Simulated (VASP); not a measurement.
A run of VASP 6.6.1:

Contents of INCAR:

```
SYSTEM = Sn3GeO4
PREC     = Accurate       ! precision mode
ENCUT    = 520            ! plane-wave cutoff, eV
EDIFF    = 1E-6           ! SCF threshold, eV
ISMEAR   = 0              ! smearing method
SIGMA    = 0.02           ! smearing width, eV
LREAL    = .FALSE.        ! projectors in reciprocal space
LASPH    = .TRUE.         ! aspherical terms in the spheres
NELM     = 60             ! most SCF steps
ALGO     = Normal         ! electronic algorithm
ISIF     = 2              ! what is computed and relaxed
LWAVE    = .FALSE.        ! write WAVECAR
LCHARG   = .FALSE.        ! write CHGCAR
GGA      = PE             ! functional
NBANDS   = 50             ! bands
```

KPOINTS

```
regular mesh
0
G
  8 8 4
  0 0 0
```

Contents of POSCAR:

```
Sn3GeO4
1.0
    3.8105635448      0.0000000000      0.0000000000
    0.0000000000      3.8105635448      0.0000000000
    0.0000000000      0.0000000000      9.8978660358
Sn Ge O
3 1 4
Direct
    0.5000000000      0.5000000000      0.1243018444
    0.5000000000      0.5000000000      0.6092243121
    0.0000000000      0.0000000000      0.8857504566
    0.0000000000      0.0000000000      0.3918134065
    0.0000000000      0.5000000000      0.0045116333
    0.0000000000      0.5000000000      0.4899433569
    0.5000000000      0.0000000000      0.0045116333
    0.5000000000      0.0000000000      0.4899433569
```

Potentials or basis: VASP PAW PBE potentials, release 64 (Sn_d, Ge_d, O).

Command:

```bash
$ cat potpaw_PBE.64/Sn_d/POTCAR potpaw_PBE.64/Ge_d/POTCAR potpaw_PBE.64/O/POTCAR > POTCAR
$ mpirun -np 1 vasp_std > vasp.out
```

Hardware: 1 thread of Intel(R) Xeon(R) Platinum 8488C (Sapphire Rapids) (shared host).

Question: Estimate the wall time of this run.

Answer: Wall time 3.4 min on 1 thread of Intel(R) Xeon(R) Platinum 8488C (Sapphire Rapids), on a shared host, peak memory 0.4 GiB. Counts: scf iterations 15, k points 45.
